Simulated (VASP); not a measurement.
# Cu3Pt (Pm-3m) in VASP: notebook, part 3 of 3

VASP 6.6.1. Earlier steps stand in the parts before.

**4. Single point, LDA**

This run uses another cell than the first one, of 11.07 Å³/atom, 1.057 times its volume.

File INCAR:

```
ALGO = Normal
EDIFF = 1E-6
ENCUT = 520
ISIF = 2
ISMEAR = -1
LASPH = T
LCHARG = F
LREAL = F
LWAVE = F
NBANDS = 30
NELM = 100
PREC = Accurate
SIGMA = 0.1
```

File KPOINTS:

```
k-points
0
Gamma
  6 6 6
```

File POSCAR:

```
Cu3Pt
1.0
    3.5381391574      0.0000000000      0.0000000000
    0.0000000000      3.5381391574      0.0000000000
    0.0000000000      0.0000000000      3.5381391574
Cu Pt
3 1
Direct
    0.0000000000      0.5000000000      0.5000000000
    0.5000000000      0.0000000000      0.5000000000
    0.5000000000      0.5000000000      0.0000000000
    0.0000000000      0.0000000000      0.0000000000
```

Potentials or basis: VASP PAW LDA potentials, release 64 (Cu, Pt).

The run is started by

```console
$ cat potpaw_LDA.64/Cu/POTCAR potpaw_LDA.64/Pt/POTCAR > POTCAR
$ mpirun -np 1 vasp_std > vasp.out
```

OUTCAR:

```text
EDIFF = 1E-6
   ENCUT = 520
   ISIF = 2
   ISMEAR = -1
   LASPH = T
   LREAL = F
   NELM = 100
   PREC = Accurate

 ion  position               nearest neighbor table
   1  0.000  0.500  0.500-   2 2.50   3 2.50   4 2.50   3 2.50   4 2.50   2 2.50   4 2.50   4 2.50
                             2 2.50   3 2.50   3 2.50   2 2.50
   2  0.500  0.000  0.500-   1 2.50   3 2.50   4 2.50   3 2.50   4 2.50   1 2.50   3 2.50   3 2.50
                             1 2.50   4 2.50   4 2.50   1 2.50
   3  0.500  0.500  0.000-   1 2.50   2 2.50   4 2.50   1 2.50   2 2.50   2 2.50   4 2.50   2 2.50
                             1 2.50   4 2.50   1 2.50   4 2.50
   4  0.000  0.000  0.000-   1 2.50   2 2.50   3 2.50   1 2.50   2 2.50   1 2.50   3 2.50   1 2.50
                             2 2.50   3 2.50   2 2.50   3 2.50

  LATTYP: Found a simple cubic cell.
 ALAT       =     3.5381391574

  Lattice vectors:

 A1 = (   3.5381391574,   0.0000000000,   0.0000000000)
 A2 = (   0.0000000000,   3.5381391574,   0.0000000000)
 A3 = (   0.0000000000,   0.0000000000,   3.5381391574)

Analysis of symmetry for initial positions (statically):
=====================================================================
 Subroutine PRICEL returns:
 Original cell was already a primitive cell.

 Routine SETGRP: Setting up the symmetry group for a
 simple cubic supercell.

 Subroutine GETGRP returns: Found 48 space group operations
 (whereof 48 operations were pure point group operations)
 out of a pool of 48 trial point group operations.

The static configuration has the point symmetry O_h .

Analysis of symmetry for dynamics (positions and initial velocities):
=====================================================================
 Subroutine PRICEL returns:
 Original cell was already a primitive cell.

 Routine SETGRP: Setting up the symmetry group for a
 simple cubic supercell.

 Subroutine GETGRP returns: Found 48 space group operations
 (whereof 48 operations were pure point group operations)
 out of a pool of 48 trial point group operations.

The dynamic configuration has the point symmetry O_h .

 Subroutine INISYM returns: Found 48 space group operations
 (whereof 48 operations are pure point group operations),
 and found     1 'primitive' translations

----------------------------------------------------------------------------------------

                                     Primitive cell

  volume of cell :      44.2919

  direct lattice vectors                    reciprocal lattice vectors
     3.538139157  0.000000000  0.000000000     0.282634446  0.000000000  0.000000000
     0.000000000  3.538139157  0.000000000     0.000000000  0.282634446  0.000000000
     0.000000000  0.000000000  3.538139157     0.000000000  0.000000000  0.282634446

  length of vectors
     3.538139157  3.538139157  3.538139157     0.282634446  0.282634446  0.282634446

  position of ions in fractional coordinates (direct lattice)
     0.000000000  0.500000000  0.500000000
     0.500000000  0.000000000  0.500000000
[... 24 lines left out ...]

  Length of vectors
     0.047105741  0.047105741  0.047105741

  Shift w.r.t. Gamma in fractional coordinates (k-lattice)
     0.000000000  0.000000000  0.000000000

 Subroutine IBZKPT returns following result:
 ===========================================

 Found     20 irreducible k-points:

 Following reciprocal coordinates:
            Coordinates               Weight
  0.000000  0.000000  0.000000      1.000000
  0.166667  0.000000  0.000000      6.000000
  0.333333  0.000000  0.000000      6.000000
  0.500000  0.000000  0.000000      3.000000
  0.166667  0.166667  0.000000     12.000000
  0.333333  0.166667  0.000000     24.000000
[... 12 lines left out ...]
  0.500000  0.500000  0.333333      6.000000
  0.500000  0.500000  0.500000      1.000000
   k-points           NKPTS =     20   k-points in BZ     NKDIM =     20   number of bands    NBANDS=     30
   number of dos      NEDOS =    301   number of ions     NIONS =      4
   total plane-waves  NPLWV =  21952
   dimension x,y,z NGX =    28 NGY =   28 NGZ =   28
   dimension x,y,z NGXF=    56 NGYF=   56 NGZF=   56
   ions per type =               3   1
   NGX,Y,Z   is equivalent  to a cutoff of  13.16, 13.16, 13.16 a.u.
   NGXF,Y,Z  is equivalent  to a cutoff of  26.31, 26.31, 26.31 a.u.
 SYSTEM =  unknown system
   PREC   = accura    normal or accurate (medium, high low for compatibility)
   ISTART =      0    job   : 0-new  1-cont  2-samecut
   ICHARG =      2    charge: 1-file 2-atom 10-const
   ISPIN  =      1    spin polarized calculation?
   LNONCOLLINEAR =      F non collinear calculations
   LSORBIT =      F    spin-orbit coupling
   LASPH  =      T    aspherical Exc in radial PAW
   ENCUT  =  520.0 eV  38.22 Ry    6.18 a.u.   6.58  6.58  6.58*2*pi/ulx,y,z
   NELM   =    100;   NELMIN=  2; NELMDL= -5     # of ELM steps
   EDIFF  = 0.1E-05   stopping-criterion for ELM
   LREAL  =      F    real-space projection
   EDIFFG = 0.1E-04   stopping-criterion for IOM
   NSW    =      0    number of steps for IOM
   IBRION =     -1    ionic relax: 0-MD 1-quasi-New 2-CG
   NFREE  =      0    steps in history (QN), initial steepest desc. (CG)
   ISIF   =      2    stress and relaxation
   ISYM   =      2    0-nonsym 1-usesym 2-fastsym
   POTIM  = 0.5000    time-step for ionic-motion
   TEBEG  =    0.0;   TEEND  =   0.0 temperature during run
   PSTRESS=    0.0 pullay stress
   NELECT =      43.0000    total number of electrons
   NUPDOWN=      -1.0000    fix difference up-down
   EMIN   =  10.00;   EMAX   =-10.00  energy-range for DOS
   EFERMI =   0.00;   METHOD = LEGACY
   ISMEAR =    -1;   SIGMA  =   0.10  broadening in eV -4-tet -1-fermi 0-gaus
   EFERMI_NEDOS =   21; number of points for ismear=-14 and -15
   IALGO  =     38    algorithm
   IMIX   =      4    mixing-type and parameters
     AMIX     =   0.40;   BMIX     =  1.00
     AMIX_MAG =   1.60;   BMIX_MAG =  1.00
  volume/ion in A,a.u.               =      11.07        74.72
  Fermi-wavevector in a.u.,A,eV,Ry     =   1.621024  3.063291 35.752279  2.627718
  Thomas-Fermi vector in A             =   2.714867
   LORBIT       =      0    0 simple, 1 ext, 2 COOP (PROOUT), +10 PAW based schemes
   GGA     = CA    functional components
   LHFCALC =     F    Hartree Fock is set to
   AEXX    =    0.0000 exact exchange contribution
   IVDW    =     0    specifies the selected vdW correction
   LEPSILON=     F    determine dielectric tensor
   LRPA    =     F    only Hartree local field effects (RPA)
 non-spin polarized calculation
  energy-cutoff  :      520.00
  volume of cell :       44.29
 maximum number of plane-waves:      1222
 NGX is ok and might be reduce to    28
   NGX = 13   NGY = 13   NGZ = 13

 number of electron      42.9999982 magnetization

 Free energy of the ion-electron system (eV)
  ---------------------------------------------------
  ext. energy  EPLUGINS =         0.00000000
  ---------------------------------------------------
  free energy    TOTEN  =       -21.96936392 eV

  energy without entropy =      -21.92591267  energy(sigma->0) =      -21.94763830

 E-fermi :  10.1115     XC(G=0): -14.0516

 val. band max:       10.1054393532   @ k =   0.0000   0.0000   0.0000
 cond. band min:      10.3326914172   @ k =   0.3333   0.1667   0.1667
 fundamental gap:      0.2272520640
 Fermi energy:        10.1115241840

 k-point     1 :       0.0000    0.0000    0.0000
  band No.  band energies     occupation
      1      -0.2844      2.00000
      2       3.5431      2.00000
      3       3.5431      2.00000
      4       4.5678      2.00000
      5       4.5678      2.00000
      6       4.5678      2.00000
[... 649 lines left out ...]
     29      29.6168      0.00000
     30      29.6169      0.00000

------------------------ aborting loop because EDIFF is reached ----------------------------------------

  FORCE on cell =-STRESS in cart. coord.  units (eV):
  Direction    XX          YY          ZZ          XY          YZ          ZX
  --------------------------------------------------------------------------------------
  -------------------------------------------------------------------------------------
  Total        5.8106862      5.8106862      5.8106862      0.0000000      0.0000000     -0.0000000
  in kB      210.1905936    210.1905936    210.1905936      0.0000000      0.0000000     -0.0000000
  external PRESSURE =     210.1905936 kB  Pullay stress =       0.0000000 kB

 VOLUME and BASIS-vectors are now :
 -----------------------------------------------------------------------------
  energy-cutoff  :      520.00
  volume of cell :       44.29
      direct lattice vectors                 reciprocal lattice vectors
     3.538139157  0.000000000  0.000000000     0.282634446  0.000000000  0.000000000
     0.000000000  3.538139157  0.000000000     0.000000000  0.282634446  0.000000000
     0.000000000  0.000000000  3.538139157     0.000000000  0.000000000  0.282634446

 POSITION                                       TOTAL-FORCE (eV/Angst)
 -----------------------------------------------------------------------------------
      0.00000      1.76907      1.76907         0.000000      0.000000      0.000000
      1.76907      0.00000      1.76907         0.000000      0.000000      0.000000
      1.76907      1.76907      0.00000         0.000000      0.000000      0.000000
      0.00000      0.00000      0.00000         0.000000      0.000000      0.000000
 -----------------------------------------------------------------------------------
    total drift:                                0.000000      0.000000      0.000000

  FREE ENERGIE OF THE ION-ELECTRON SYSTEM (eV)
  ---------------------------------------------------
  free  energy   TOTEN  =       -21.9693639244 eV

  energy  without entropy=      -21.9259126684  energy(sigma->0) =      -21.94763830
```

OSZICAR:

```text
N       E                     dE             d eps       ncg     rms          rms(c)
DAV:   1     0.334170262685E+03    0.33417E+03   -0.19102E+04  1336   0.242E+03
DAV:   2     0.714221526348E+01   -0.32703E+03   -0.30995E+03  1206   0.405E+02
DAV:   3    -0.246132874495E+02   -0.31756E+02   -0.30103E+02  1354   0.158E+02
DAV:   4    -0.254291216270E+02   -0.81583E+00   -0.81379E+00  1606   0.317E+01
DAV:   5    -0.254464791805E+02   -0.17358E-01   -0.17355E-01  1846   0.347E+00    0.218E+01
DAV:   6    -0.244117049499E+02    0.10348E+01   -0.28135E+01  1338   0.150E+02    0.112E+01
DAV:   7    -0.220957180159E+02    0.23160E+01   -0.11596E+01  1558   0.931E+01    0.519E+00
DAV:   8    -0.220022760950E+02    0.93442E-01   -0.46159E-01  1846   0.854E+00    0.242E+00
DAV:   9    -0.219714041409E+02    0.30872E-01   -0.50176E-02  2066   0.388E+00    0.379E-01
DAV:  10    -0.219698454509E+02    0.15587E-02   -0.80742E-03  1714   0.963E-01    0.182E-01
DAV:  11    -0.219693914313E+02    0.45402E-03   -0.99041E-04  1736   0.892E-01    0.750E-02
DAV:  12    -0.219693688579E+02    0.22573E-04   -0.34157E-04  1518   0.209E-01    0.215E-02
DAV:  13    -0.219693656979E+02    0.31600E-05   -0.72071E-06  1588   0.392E-02    0.114E-02
DAV:  14    -0.219693638429E+02    0.18550E-05   -0.51598E-06  1336   0.269E-02    0.222E-03
DAV:  15    -0.219693639244E+02   -0.81462E-07   -0.12906E-06   902   0.134E-02
   1 F= -.21969364E+02 E0= -.21947638E+02  d E =-.434513E-01
```

stdout:

```text
POSCAR found type information on POSCAR CuPt
 POSCAR found :  2 types and       4 ions
 scaLAPACK will be used
 LDA part: xc-table for (Slater(with rela. corr.)+CA(PZ))
 , standard interpolation
 POSCAR, INCAR and KPOINTS ok, starting setup
 FFT: planning ... GRIDC
 FFT: planning ... GRID_SOFT
 FFT: planning ... GRID
 WAVECAR not read
 entering main loop
```

It took 56 s on 1 thread of AMD EPYC 7R43 (Zen 3), shared host; peak memory 0.12 GiB.

Results:

```yaml
Free_energy: -21.9694 eV
Pressure: 21.0 GPa
```

Caveat: spin-orbit coupling is left out, which moves the levels of the heavy elements.

**5. The runs side by side**

```csv
cell,gap on the mesh (eV),pressure (GPa)
"a = 3.473 Å, 4 atoms",none,41.2
"a = 3.504 Å, 4 atoms",none,31.0
"a = 3.538 Å, 4 atoms",none,21.0
```

Alike in all rows: task single point; level LDA; potentials or basis VASP PAW LDA potentials, release 64 (Cu, Pt); no spin polarisation; k mesh 6 × 6 × 6; cutoff (eV) 520; smearing fermi-dirac 0.1 eV.

Caveats: spin-orbit coupling is left out, which moves the levels of the heavy elements.

Total energies depend on the potentials used, so only differences within one code and one set of settings carry meaning.
